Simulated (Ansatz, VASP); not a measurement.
Cu3Au4 in VASP and in Ansatz

INCAR

```
PREC = Accurate
ENCUT = 600
EDIFF = 1E-7
ISMEAR = 0
SIGMA = 0.1
LREAL = F
LASPH = T
NELM = 120
ALGO = Normal
ISIF = 3
LWAVE = F
LCHARG = F
GGA = PE
IBRION = 2
NSW = 100
EDIFFG = -0.01
GGA_COMPAT = F
NELMIN = 4
```

KPOINTS

```
Automatic mesh
0
Gamma
  8 8 8
```

Contents of POSCAR:

```
Cu3Au4
1.0
    5.0842529099      0.0000000000      0.0000000000
    0.0000000000      5.0842529099      0.0000000000
    0.0000000000      0.0000000000      5.0842529099
Cu Au
3 4
Direct
    0.5000000000      0.5000000000      0.0000000000
    0.0000000000      0.5000000000      0.5000000000
    0.5000000000      0.0000000000      0.5000000000
    0.5000000000      0.5000000000      0.5000000000
    0.5000000000      0.0000000000      0.0000000000
    0.0000000000      0.5000000000      0.0000000000
    0.0000000000      0.0000000000      0.5000000000
```

Input for Ansatz:

```yaml
crystal:
  lattice:
    - [5.0842529099, 0.0, 0.0]
    - [0.0, 5.0842529099, 0.0]
    - [0.0, 0.0, 5.0842529099]
  atoms:
    - { symbol: Cu, position: [0.5, 0.5, 0.0] }
    - { symbol: Cu, position: [0.0, 0.5, 0.5] }
    - { symbol: Cu, position: [0.5, 0.0, 0.5] }
    - { symbol: Au, position: [0.5, 0.5, 0.5] }
    - { symbol: Au, position: [0.5, 0.0, 0.0] }
    - { symbol: Au, position: [0.0, 0.5, 0.0] }
    - { symbol: Au, position: [0.0, 0.0, 0.5] }
basis:
  ecutwfc: 420
kpoints:
  mp_grid: { grid: [8, 8, 8] }
hamiltonian:
  xc: pbe
scf:
  occupations: { method: gaussian, width: 0.1 }
output:
  forces: true
  stress: true
  eigenvalues: true
relax:
  adjacent_minimum: "off"
  f_tol: 0.01
  max_steps: 80
  cell: { stress_tol: 0.05 }
```

Change from the starting cell: species swapped into the W3N4 type (Pm-3m, No. 221).

Alike in both runs: task relaxation of cell and atoms; functional PBE; k mesh 8 × 8 × 8; occupations gaussian, width 0.1 eV; no spin polarisation.

```csv
,VASP,Ansatz
version,VASP 6.6.1,Ansatz 0.2.0
potentials or method,"VASP PAW PBE potentials, release 64 (Cu, Au), cutoff 600 eV","scalar-relativistic, plane waves, PAW"
valence electrons in the cell,77,133
```

Ansatz gave:

| Property | Result |
| --- | --- |
| gap on the k mesh at the Fermi level, each at its own relaxed structure (eV) | none |
| relaxed volume (Å³/atom) | 18.81 |
| relaxed cell length with the largest relative difference (Å) | 5.088 |

**Question.** Estimate VASP's values.

**Answer.** gap on the k mesh at the Fermi level, each at its own relaxed structure (eV): none; relaxed volume (Å³/atom): 18.84; relaxed cell length with the largest relative difference (Å): 5.090.

A gap of «none» marks a metal or a gap that the smearing closes. VASP's potentials hold 77 valence electrons a cell and Ansatz's 133, so a difference there can come from the potentials and not from the codes.

Neither program's run includes spin-orbit coupling.
